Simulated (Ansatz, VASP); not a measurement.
## MgB2 in VASP and in Ansatz

File INCAR:

```
PREC = Accurate
ENCUT = 600
EDIFF = 1E-7
ISMEAR = 0
SIGMA = 0.1
LREAL = False
LASPH = True
NELM = 120
ALGO = Normal
ISIF = 3
LWAVE = False
LCHARG = False
GGA = PS
IBRION = 2
NSW = 100
EDIFFG = -0.002
GGA_COMPAT = False
NELMIN = 4
```

Contents of KPOINTS:

```
Automatic mesh
0
Gamma
  15 15 12
```

The input POSCAR:

```
MgB2
1.0
    3.0627620600      0.0000000000      0.0000000000
   -1.5313810300      2.6524297500      0.0000000000
    0.0000000000      0.0000000000      3.5208704800
Mg B
1 2
Direct
    0.0000000000      0.0000000000      0.0000000000
    0.6666666700      0.3333333300      0.5000000000
    0.3333333300      0.6666666700      0.5000000000
```

Input for Ansatz:

```yaml
crystal:
  lattice:
    - [3.06276206, 0.0, 0.0]
    - [-1.53138103, 2.65242975, 0.0]
    - [0.0, 0.0, 3.52087048]
  atoms:
    - { symbol: Mg, position: [0.0, 0.0, 0.0] }
    - { symbol: B, position: [0.66666667, 0.33333333, 0.5] }
    - { symbol: B, position: [0.33333333, 0.66666667, 0.5] }
basis:
  ecutwfc: 420
kpoints:
  mp_grid: { grid: [15, 15, 12] }
hamiltonian:
  xc: pbesol
  pseudopotentials: { kind: paw, azcp: { folder: soft_1 } }
scf:
  occupations: { method: gaussian, width: 0.1 }
output:
  forces: true
  stress: true
  eigenvalues: true
  write_density: true
  write_potential: true
  elf: true
  volumetric_format: npy
relax:
  adjacent_minimum: "off"
  f_tol: 0.002
  max_steps: 80
  cell: { stress_tol: 0.02 }
```

Alike in both runs: task relaxation of cell and atoms; functional PBEsol; k mesh 15 × 15 × 12; occupations gaussian, width 0.1 eV; no spin polarisation.

|  | VASP | Ansatz |
| --- | --- | --- |
| version | VASP 6.6.1 | Ansatz 0.2.0 |
| potentials or method | VASP PAW PBE potentials, release 64 (Mg, B), cutoff 600 eV | scalar-relativistic, plane waves, PAW |
| valence electrons in the cell | 8 | 16 |

Ansatz gave:

| Property | Result |
| --- | --- |
| gap on the k mesh at the Fermi level, each at its own relaxed structure (eV) | none |
| relaxed volume (Å³/atom) | 9.48 |
| relaxed cell length with the largest relative difference (Å) | 3.505 |

Problem. Which values does VASP return?

Solution. gap on the k mesh at the Fermi level, each at its own relaxed structure (eV): none; relaxed volume (Å³/atom): 9.48; relaxed cell length with the largest relative difference (Å): 3.502.

VASP's potentials were made for PBE, not for PBEsol, and Ansatz warns of the same on its side. A gap of «none» marks a metal or a gap that the smearing closes. VASP's potentials hold 8 valence electrons a cell and Ansatz's 16, so a difference there can come from the potentials and not from the codes.
